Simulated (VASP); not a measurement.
Runs of VASP 6.6.1 on NaF (Villiaumite). The structure is that of space group Fm-3m (No. 225), or close to it. The cells are those of the table. 

| level | cell | k mesh | gap on the mesh (eV) | pressure (GPa) |
| --- | --- | --- | --- | --- |
| PBE | a = 3.249 Å, angles 60.0°, 2 atoms | 10 × 10 × 10 | 6.44 | 3.5 |
| PBE | a = 3.255 Å, angles 60.0°, 2 atoms | 8 × 8 × 8 | (a) | 3.1 |
| PBE | a = 3.323 Å, angles 60.0°, 2 atoms | 8 × 8 × 8 | (b) | -0.1 |
| PBE | a = 3.289 Å, angles 60.0°, 2 atoms | 8 × 8 × 8 | 6.24 | 1.4 |
| r2SCAN | a = 3.281 Å, angles 60.0°, 2 atoms | 8 × 8 × 8 | 7.15 | -2.0 |
| r2SCAN | a = 3.216 Å, angles 60.0°, 2 atoms | 8 × 8 × 8 | (d) | 1.0 |
| PBE | a = 3.356 Å, angles 60.0°, 2 atoms | 8 × 8 × 8 | (c) | -1.4 |
| r2SCAN | a = 3.249 Å, angles 60.0°, 2 atoms | 10 × 10 × 10 | 7.32 | -0.8 |
| r2SCAN | a = 3.249 Å, angles 60.0°, 2 atoms | 8 × 8 × 8 | 7.32 | -0.8 |
| r2SCAN | a = 3.182 Å, angles 60.0°, 2 atoms | 8 × 8 × 8 | 7.69 | 3.2 |
| PBE | a = 3.388 Å, angles 60.0°, 2 atoms | 8 × 8 × 8 | 5.79 | -2.4 |
| r2SCAN | a = 3.313 Å, angles 60.0°, 2 atoms | 8 × 8 × 8 | 6.99 | -3.3 |

Alike in all rows: task single point; potentials or basis VASP PAW PBE potentials, release 64 (Na_pv, F); no spin polarisation; cutoff (eV) 520; smearing gaussian 0.01 eV.

Task: Fill in the values left out.

Result: (a) 6.41; (b) 6.08; (c) 5.93; (d) 7.50.

Caveats: the PAW data sets were made with another functional, which shifts forces and pressure a little (some runs).

A k mesh can miss the band edges.
